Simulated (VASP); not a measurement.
Wanted: the native input for a VASP 6.6.1 run.

| Property | Result |
| --- | --- |
| Task | single point |
| Functional | PBE |
| Potentials or basis | VASP PAW PBE potentials, release 64 (In_d, Se) |
| Cutoff | 520 eV |
| k mesh | 10 × 10 × 10 |
| Occupations | gaussian, width 0.15 eV |
| Spin | no spin polarisation |
| Dipole correction | no |
| Further INCAR settings | ALGO = Normal; EDIFF = 1e-07; NBANDS = 30 |

The structure of In3Se lies in POSCAR:

```
In3Se
1.0
    4.7904425522      0.0000000000      0.0000000000
    0.0000000000      4.7904425522      0.0000000000
    0.0000000000      0.0000000000      4.6467292756
In Se
3 1
Direct
    0.0000000000      0.5000000000      0.5000000000
    0.5000000000      0.0000000000      0.5000000000
    0.5000000000      0.5000000000      0.0000000000
    0.0000000000      0.0000000000      0.0000000000
```

This cell differs from its parent crystal: strain +0.000 along x and y, -0.030 along z.

These files were run (other wordings do the same):

INCAR

```
PREC = Accurate ; ENCUT = 520
EDIFF = 1E-7 ; ISMEAR = 0
SIGMA = 0.15 ; LREAL = False
LASPH = True ; NELM = 80
ALGO = Normal ; ISIF = 2
LWAVE = False ; LCHARG = True
GGA = PE ; LELF = True
LVHAR = True ; NBANDS = 30
```

KPOINTS

```
Automatic mesh
0
Gamma
  10 10 10
```

Potentials or basis: VASP PAW PBE potentials, release 64 (In_d, Se).

The run is started by

```bash
$ cat potpaw_PBE.64/In_d/POTCAR potpaw_PBE.64/Se/POTCAR > POTCAR
$ mpirun -np 1 vasp_std > vasp.out
```

It gave:

* Pressure: 1.0 GPa
* Band gap on the k mesh: zero (an odd number of electrons rules out a gap without spin polarisation)

Caveat: the cell differs from its parent crystal (strain +0.000 along x and y, -0.030 along z); spin-orbit coupling is left out, which moves the levels of the heavy elements.

It took 120 s on 1 thread of Intel(R) Xeon(R) 6975P-C (Granite Rapids), on a shared host, peak memory 0.44 GiB.
